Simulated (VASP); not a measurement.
Cu, 2 atoms in the cell. It takes space group P6_3/mmc (No. 194, hexagonal). Conventional cell: a = 2.519 Å, b = 2.519 Å, c = 4.164 Å, α = 90.00°, β = 90.00°, γ = 120.00°. Within 3.3 Å of Cu (site symmetry -6m2) lie 12 Cu at 2.52 to 2.54 Å. This isn't the form of Cu at room conditions, which is fcc.

- Program: VASP 6.6.1
- Task: single point
- Functional: r2SCAN
- Potentials or basis: VASP PAW PBE potentials, release 64 (Cu)
- Cutoff: 520 eV
- k mesh: 9 × 9 × 5
- Occupations: fermi-dirac, width 0.1 eV
- Spin: non-collinear spin, typed start, spin-orbit coupling
- Starting moments: [[0.0, 0.0, 1.0], [0.0, 0.0, 1.0]] μB
- Dipole correction: no
- Further INCAR settings: ALGO = Normal; EDIFF = 1e-07; NBANDS = 34

Potentials or basis: VASP PAW PBE potentials, release 64 (Cu).

Launch:

```bash
$ cat potpaw_PBE.64/Cu/POTCAR > POTCAR
$ cp INCAR.step1 INCAR
$ mpirun -np 1 vasp_ncl > vasp.out
$ cp INCAR.step2 INCAR
$ mpirun -np 1 vasp_ncl > vasp.out
```

Hardware: 1 thread of Intel Xeon 8259CL, with other jobs on the host.

How long does it take, and how much memory?

Wall time 12 min on 1 thread of Intel Xeon 8259CL, with other jobs on the host, peak memory 0.25 GiB. Counts: k points 45.
